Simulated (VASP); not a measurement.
# SnSe (Pnma) in VASP: notebook

Aim: see how the results for SnSe move with the level of theory and the settings. Levels: PBE, r2SCAN. Tasks: single point.

Program: VASP 6.6.1. These are calculated values, not measurements. Logs are shortened: lines on timing, memory, paths and dates and some standing lists are left out, and cuts for length are marked.

## 1. The cell of the first run

The structure is orthorhombic, space group Pnma (No. 62). Conventional cell: a = 12.091 Å, b = 4.253 Å, c = 4.518 Å, α = 90.00°, β = 90.00°, γ = 90.00°. Sn (site symmetry m) has 5 Se at 2.74 to 3.45 Å within 3.6 Å. Se (site symmetry m) has 5 Sn at 2.74 to 3.45 Å within 3.6 Å.

## 2. Single point, PBE (epitaxial xy strain +3.0%)

INCAR

```
PREC = Accurate ; ENCUT = 520
EDIFF = 1E-7 ; ISMEAR = -1
SIGMA = 0.02 ; LREAL = F
LASPH = T ; NELM = 60
ALGO = Normal ; ISIF = 2
LWAVE = F ; LCHARG = T
GGA = PE ; LELF = T
LVHAR = T ; NBANDS = 50
```

KPOINTS

```
Automatic mesh
0
Gamma
  2 6 6
```

POSCAR

```
SnSe
1.0
   12.0914356658      0.0000000000      0.0000000000
    0.0000000000      4.2533580415      0.0000000000
    0.0000000000      0.0000000000      4.5177512637
Sn Se
4 4
Direct
    0.6263673662      0.7500000000      0.3926737434
    0.8736326338      0.2500000000      0.8926737434
    0.3736326338      0.2500000000      0.6073262566
    0.1263673662      0.7500000000      0.1073262566
    0.1500608661      0.2500000000      0.5080279281
    0.6500608661      0.2500000000      0.9919720719
    0.3499391339      0.7500000000      0.0080279281
    0.8499391339      0.7500000000      0.4919720719
```

Potentials or basis: VASP PAW PBE potentials, release 64 (Sn_d, Se).

Started as:

```sh
> cat potpaw_PBE.64/Sn_d/POTCAR potpaw_PBE.64/Se/POTCAR > POTCAR
> mpirun -np 1 vasp_std > vasp.out
```

OUTCAR:

```text
PREC = Accurate
   ENCUT = 520
   EDIFF = 1E-7
   ISMEAR = -1
   LREAL = F
   LASPH = T
   NELM = 60
   ISIF = 2
   GGA = PE

 ion  position               nearest neighbor table
   1  0.626  0.750  0.393-   8 2.74   6 2.81   6 2.81
   2  0.874  0.250  0.893-   6 2.74   8 2.81   8 2.81
   3  0.374  0.250  0.607-   5 2.74   7 2.81   7 2.81
   4  0.126  0.750  0.107-   7 2.74   5 2.81   5 2.81
   5  0.150  0.250  0.508-   3 2.74   4 2.81   4 2.81
   6  0.650  0.250  0.992-   2 2.74   1 2.81   1 2.81
   7  0.350  0.750  0.008-   4 2.74   3 2.81   3 2.81
   8  0.850  0.750  0.492-   1 2.74   2 2.81   2 2.81

  LATTYP: Found a simple orthorhombic cell.
 ALAT       =     4.2533580415
 B/A-ratio  =     1.0621610548
 C/A-ratio  =     2.8427975138

  Lattice vectors:

 A1 = (   0.0000000000,   4.2533580415,   0.0000000000)
 A2 = (   0.0000000000,   0.0000000000,   4.5177512637)
 A3 = (  12.0914356658,   0.0000000000,   0.0000000000)

Analysis of symmetry for initial positions (statically):
=====================================================================
 Subroutine PRICEL returns:
 Original cell was already a primitive cell.

 Routine SETGRP: Setting up the symmetry group for a
 simple orthorhombic supercell.

 Subroutine GETGRP returns: Found  8 space group operations
 (whereof  2 operations were pure point group operations)
 out of a pool of  8 trial point group operations.

The static configuration has the point symmetry S_2 .
 The point group associated with its full space group is D_2h.

Analysis of symmetry for dynamics (positions and initial velocities):
=====================================================================
 Subroutine PRICEL returns:
 Original cell was already a primitive cell.

 Routine SETGRP: Setting up the symmetry group for a
 simple orthorhombic supercell.

 Subroutine GETGRP returns: Found  8 space group operations
 (whereof  2 operations were pure point group operations)
 out of a pool of  8 trial point group operations.

The dynamic configuration has the point symmetry S_2 .
 The point group associated with its full space group is D_2h.

 Subroutine INISYM returns: Found  8 space group operations
 (whereof  2 operations are pure point group operations),
 and found     1 'primitive' translations

----------------------------------------------------------------------------------------

                                     Primitive cell

  volume of cell :     232.3444

  direct lattice vectors                    reciprocal lattice vectors
    12.091435666  0.000000000  0.000000000     0.082703165  0.000000000  0.000000000
     0.000000000  4.253358042  0.000000000     0.000000000  0.235108352  0.000000000
     0.000000000  0.000000000  4.517751264     0.000000000  0.000000000  0.221349061

  length of vectors
    12.091435666  4.253358042  4.517751264     0.082703165  0.235108352  0.221349061

  position of ions in fractional coordinates (direct lattice)
     0.626367366  0.750000000  0.392673743
     0.873632634  0.250000000  0.892673743
     0.373632634  0.250000000  0.607326257
     0.126367366  0.750000000  0.107326257
     0.150060866  0.250000000  0.508027928
     0.650060866  0.250000000  0.991972072
     0.349939134  0.750000000  0.008027928
     0.849939134  0.750000000  0.491972072

  ion indices of the primitive-cell ions
   primitive index   ion index
                 1           1
                 2           2
                 3           3
                 4           4
                 5           5
                 6           6
                 7           7
                 8           8

----------------------------------------------------------------------------------------

 KPOINTS: Automatic mesh

Automatic generation of k-mesh.
 Grid dimensions read from file:
 generate k-points for:    2    6    6

 Generating k-lattice:

  Cartesian coordinates                     Fractional coordinates (reciprocal lattice)
     0.041351583  0.000000000  0.000000000     0.500000000  0.000000000  0.000000000
     0.000000000  0.039184725  0.000000000     0.000000000  0.166666667  0.000000000
     0.000000000  0.000000000  0.036891510     0.000000000  0.000000000  0.166666667

  Length of vectors
     0.041351583  0.039184725  0.036891510

  Shift w.r.t. Gamma in fractional coordinates (k-lattice)
     0.000000000  0.000000000  0.000000000

 Subroutine IBZKPT returns following result:
 ===========================================

 Found     32 irreducible k-points:

 Following reciprocal coordinates:
            Coordinates               Weight
  0.000000  0.000000  0.000000      1.000000
  0.500000  0.000000  0.000000      1.000000
  0.000000  0.166667  0.000000      2.000000
  0.500000  0.166667  0.000000      2.000000
  0.000000  0.333333  0.000000      2.000000
  0.500000  0.333333  0.000000      2.000000
[... 16 lines left out ...]
  0.000000  0.500000  0.333333      2.000000
  0.500000  0.500000  0.333333      2.000000
 [... further k-points ...]
   k-points           NKPTS =     32   k-points in BZ     NKDIM =     32   number of bands    NBANDS=     50
   number of dos      NEDOS =    301   number of ions     NIONS =      8
   total plane-waves  NPLWV = 103680
   dimension x,y,z NGX =    90 NGY =   32 NGZ =   36
   dimension x,y,z NGXF=   180 NGYF=   64 NGZF=   72
   ions per type =               4   4
   NGX,Y,Z   is equivalent  to a cutoff of  12.37, 12.51, 13.25 a.u.
   NGXF,Y,Z  is equivalent  to a cutoff of  24.75, 25.01, 26.49 a.u.
 SYSTEM =  unknown system
   PREC   = accura    normal or accurate (medium, high low for compatibility)
   ISTART =      0    job   : 0-new  1-cont  2-samecut
   ICHARG =      2    charge: 1-file 2-atom 10-const
   ISPIN  =      1    spin polarized calculation?
   LNONCOLLINEAR =      F non collinear calculations
   LSORBIT =      F    spin-orbit coupling
   LASPH  =      T    aspherical Exc in radial PAW
   ENCUT  =  520.0 eV  38.22 Ry    6.18 a.u.  22.48  7.91  8.40*2*pi/ulx,y,z
   NELM   =     60;   NELMIN=  2; NELMDL= -5     # of ELM steps
   EDIFF  = 0.1E-06   stopping-criterion for ELM
   LREAL  =      F    real-space projection
   EDIFFG = 0.1E-05   stopping-criterion for IOM
   NSW    =      0    number of steps for IOM
   IBRION =     -1    ionic relax: 0-MD 1-quasi-New 2-CG
   NFREE  =      0    steps in history (QN), initial steepest desc. (CG)
   ISIF   =      2    stress and relaxation
   ISYM   =      2    0-nonsym 1-usesym 2-fastsym
   POTIM  = 0.5000    time-step for ionic-motion
   TEBEG  =    0.0;   TEEND  =   0.0 temperature during run
   PSTRESS=    0.0 pullay stress
   NELECT =      80.0000    total number of electrons
   NUPDOWN=      -1.0000    fix difference up-down
   EMIN   =  10.00;   EMAX   =-10.00  energy-range for DOS
   EFERMI =   0.00;   METHOD = LEGACY
   ISMEAR =    -1;   SIGMA  =   0.02  broadening in eV -4-tet -1-fermi 0-gaus
   EFERMI_NEDOS =   21; number of points for ismear=-14 and -15
   IALGO  =     38    algorithm
   IMIX   =      4    mixing-type and parameters
     AMIX     =   0.40;   BMIX     =  1.00
     AMIX_MAG =   1.60;   BMIX_MAG =  1.00
  volume/ion in A,a.u.               =      29.04       195.99
  Fermi-wavevector in a.u.,A,eV,Ry     =   1.147433  2.168335 17.913474  1.316603
  Thomas-Fermi vector in A             =   2.284113
   LORBIT       =      0    0 simple, 1 ext, 2 COOP (PROOUT), +10 PAW based schemes
   GGA     = PE    functional components
   LHFCALC =     F    Hartree Fock is set to
   AEXX    =    0.0000 exact exchange contribution
   IVDW    =     0    specifies the selected vdW correction
   LEPSILON=     F    determine dielectric tensor
   LRPA    =     F    only Hartree local field effects (RPA)
 non-spin polarized calculation
  energy-cutoff  :      520.00
  volume of cell :      232.34
 maximum number of plane-waves:      6300
 NGX is ok and might be reduce to    90
   NGX = 45   NGY = 15   NGZ = 17

 number of electron      80.0000007 magnetization

 Free energy of the ion-electron system (eV)
  ---------------------------------------------------
  ext. energy  EPLUGINS =         0.00000000
  ---------------------------------------------------
  free energy    TOTEN  =       -32.82265294 eV

  energy without entropy =      -32.82265294  energy(sigma->0) =      -32.82265294

 E-fermi :   4.9036     XC(G=0):  -9.2690

 val. band max:        4.4461992192   @ k =   0.0000   0.0000   0.3333
 cond. band min:       5.3265758455   @ k =   0.0000   0.0000   0.0000
 fundamental gap:      0.8803766263
 Fermi energy:         4.9035948428

 k-point     1 :       0.0000    0.0000    0.0000
  band No.  band energies     occupation
      1     -16.7010      2.00000
      2     -16.6967      2.00000
      3     -16.6923      2.00000
      4     -16.6903      2.00000
      5     -16.6900      2.00000
      6     -16.6894      2.00000
[... 42 lines left out ...]
     49       9.3229      0.00000
     50       9.3680      0.00000

 k-point     2 :       0.5000    0.0000    0.0000
  band No.  band energies     occupation
      1     -16.6988      2.00000
      2     -16.6988      2.00000
      3     -16.6916      2.00000
      4     -16.6916      2.00000
      5     -16.6899      2.00000
      6     -16.6899      2.00000
[... 42 lines left out ...]
     49       9.3749      0.00000
     50       9.3749      0.00000

 k-point     3 :       0.0000    0.1667    0.0000
  band No.  band energies     occupation
      1     -16.6982      2.00000
      2     -16.6962      2.00000
      3     -16.6945      2.00000
      4     -16.6930      2.00000
      5     -16.6888      2.00000
      6     -16.6874      2.00000
[... 42 lines left out ...]
     49       8.6955      0.00000
     50       9.4510      0.00000

 k-point     4 :       0.5000    0.1667    0.0000
  band No.  band energies     occupation
      1     -16.6972      2.00000
      2     -16.6972      2.00000
      3     -16.6937      2.00000
      4     -16.6937      2.00000
      5     -16.6880      2.00000
      6     -16.6880      2.00000
[... 999 lines left out ...]
 k-point    23 :       0.0000    0.5000    0.3333
  band No.  band energies     occupation
      1     -16.7077      2.00000
      2     -16.7077      2.00000
      3     -16.7054      2.00000
      4     -16.7054      2.00000
      5     -16.6799      2.00000
      6     -16.6799      2.00000
[... 42 lines left out ...]
     49       9.2729      0.00000
     50       9.2729      0.00000

 k-point    24 :       0.5000    0.5000    0.3333
  band No.  band energies     occupation
      1     -16.7065      2.00000
      2     -16.7065      2.00000
      3     -16.7065      2.00000
      4     -16.7065      2.00000
      5     -16.6790      2.00000
      6     -16.6790      2.00000
[... 42 lines left out ...]
     49      10.0308      0.00000
     50      10.0308      0.00000

 [... further k-points ...]
[... 5 lines left out ...]
  --------------------------------------------------------------------------------------
  -------------------------------------------------------------------------------------
  Total        0.8169036      0.2593524      1.1720147      0.0000000      0.0000000      0.0000000
  in kB        5.6331234      1.7884171      8.0818633      0.0000000      0.0000000      0.0000000
  external PRESSURE =       5.1678012 kB  Pullay stress =       0.0000000 kB

 VOLUME and BASIS-vectors are now :
 -----------------------------------------------------------------------------
  energy-cutoff  :      520.00
  volume of cell :      232.34
      direct lattice vectors                 reciprocal lattice vectors
    12.091435666  0.000000000  0.000000000     0.082703165  0.000000000  0.000000000
     0.000000000  4.253358042  0.000000000     0.000000000  0.235108352  0.000000000
     0.000000000  0.000000000  4.517751264     0.000000000  0.000000000  0.221349061

 POSITION                                       TOTAL-FORCE (eV/Angst)
 -----------------------------------------------------------------------------------
      7.57368      3.19002      1.77400        -0.178528      0.000000      0.144087
     10.56347      1.06334      4.03288         0.178528      0.000000      0.144087
      4.51775      1.06334      2.74375         0.178528      0.000000     -0.144087
      1.52796      3.19002      0.48487        -0.178528     -0.000000     -0.144087
      1.81445      1.06334      2.29514        -0.158688      0.000000      0.151898
      7.86017      1.06334      4.48148        -0.158688      0.000000     -0.151898
      4.23127      3.19002      0.03627         0.158688     -0.000000      0.151898
     10.27698      3.19002      2.22261         0.158688      0.000000     -0.151898
 -----------------------------------------------------------------------------------
    total drift:                                0.000000     -0.000000     -0.000000

  FREE ENERGIE OF THE ION-ELECTRON SYSTEM (eV)
  ---------------------------------------------------
  free  energy   TOTEN  =       -32.8226529422 eV

  energy  without entropy=      -32.8226529422  energy(sigma->0) =      -32.82265294
```

Run time: 3.7 min. Hardware: 1 thread of Intel Xeon Platinum 8488C (Sapphire Rapids), shared host; peak memory 0.47 GiB.

Results:

```
Free energy            : -32.8227 eV
Pressure               : 0.5 GPa
Largest force          : 0.229 eV/Å
Band gap on the k mesh : 0.88 eV, indirect (least direct gap 1.07 eV)
```

Forces in eV/Å, atoms in the order of the input:
```
Sn  -0.179  0.000  0.144
Sn   0.179  0.000  0.144
Sn   0.179  0.000 -0.144
Sn  -0.179  0.000 -0.144
Se  -0.159  0.000  0.152
Se  -0.159  0.000 -0.152
Se   0.159  0.000  0.152
Se   0.159  0.000 -0.152
```

Caveat: the cell differs from its parent crystal (epitaxial xy strain +3.0%); spin-orbit coupling is left out, which moves the levels of the heavy elements. A k mesh can miss the band edges.

## 3. Single point, r2SCAN (epitaxial xy strain -1.0%)

POSCAR

```
SnSe
1.0
   11.6218653487      0.0000000000      0.0000000000
    0.0000000000      4.0881790884      0.0000000000
    0.0000000000      0.0000000000      4.7494050109
Sn Se
4 4
Direct
    0.6192902571      0.7500000000      0.3732801857
    0.8807097429      0.2500000000      0.8732801857
    0.3807097429      0.2500000000      0.6267198143
    0.1192902571      0.7500000000      0.1267198143
    0.1478683915      0.2500000000      0.5108248340
    0.6478683915      0.2500000000      0.9891751660
    0.3521316085      0.7500000000      0.0108248340
    0.8521316085      0.7500000000      0.4891751660
```

INCAR.step1

```
PREC = Accurate
ENCUT = 520
ISMEAR = 0
SIGMA = 0.01
LREAL = False
LASPH = True
NELM = 60
NBANDS = 50
GGA = PE
ALGO = Normal
EDIFF = 1E-4
LWAVE = True
LCHARG = False
```

INCAR.step2

```
PREC = Accurate
ENCUT = 520
EDIFF = 1E-6
ISMEAR = 0
SIGMA = 0.01
LREAL = False
LASPH = True
NELM = 60
ALGO = Normal
ISIF = 2
LWAVE = False
LCHARG = True
METAGGA = R2SCAN
LMIXTAU = True
LELF = True
LVHAR = True
NBANDS = 50
ISTART = 1
```

KPOINTS

```
regular mesh
0
Gamma
  2 6 6
```

Potentials or basis: VASP PAW PBE potentials, release 64 (Sn_d, Se).

Started as:

```sh
> cat potpaw_PBE.64/Sn_d/POTCAR potpaw_PBE.64/Se/POTCAR > POTCAR
> cp INCAR.step1 INCAR
> mpirun -np 1 vasp_std > vasp.out
> cp INCAR.step2 INCAR
> mpirun -np 1 vasp_std > vasp.out
```

Run time: 9.3 min. Hardware: 1 thread of Intel Xeon 6975P-C (Granite Rapids), shared host; peak memory 0.5 GiB.

It converged, with:

```yaml
Free_energy: -159.8235 eV
Pressure: 0.3 GPa
Largest_force: 0.017 eV/Å
Band_gap_on_the_k_mesh: 0.98 eV, indirect (least direct gap 1.38 eV)
```

Forces on the atoms (eV/Å):
```
Sn  -0.014  0.000  0.010
Sn   0.014  0.000  0.010
Sn   0.014  0.000 -0.010
Sn  -0.014  0.000 -0.010
Se  -0.003  0.000  0.009
Se  -0.003  0.000 -0.009
Se   0.003  0.000  0.009
Se   0.003  0.000 -0.009
```

Stress tensor (GPa, compression positive):
```
0.36 0.00 0.00
0.00 0.46 0.00
0.00 0.00 0.05
```

Levels at points of the mesh, in eV from the valence-band top:
```csv
k point,band 37,band 38,band 39,band 40,band 41,band 42,band 43,band 44
"(0.00, 0.00, 0.00)",-1.49,-0.83,-0.82,-0.21,1.27,2.94,3.00,3.15
"(0.50, 0.00, 0.00)",-1.70,-1.70,-0.46,-0.46,2.70,2.70,2.86,2.86
"(0.00, 0.50, 0.00)",-1.20,-1.20,-0.98,-0.98,1.48,1.48,1.49,1.49
"(0.50, 0.50, 0.00)",-1.27,-1.27,-1.27,-1.27,1.74,1.74,1.74,1.74
"(0.00, 0.00, 0.50)",-0.83,-0.83,-0.07,-0.07,1.68,1.68,2.19,2.19
"(0.50, 0.00, 0.50)",-0.59,-0.59,-0.09,-0.09,1.71,1.71,2.22,2.22
"(0.00, 0.50, 0.50)",-2.07,-2.07,-1.22,-1.22,2.98,2.98,3.18,3.18
"(0.50, 0.50, 0.50)",-1.37,-1.37,-1.37,-1.37,2.84,2.84,2.84,2.84
```

Caveat: the cell differs from its parent crystal (epitaxial xy strain -1.0%); the PAW data sets were made with another functional, which shifts forces and pressure a little; spin-orbit coupling is left out, which moves the levels of the heavy elements. A k mesh can miss the band edges.
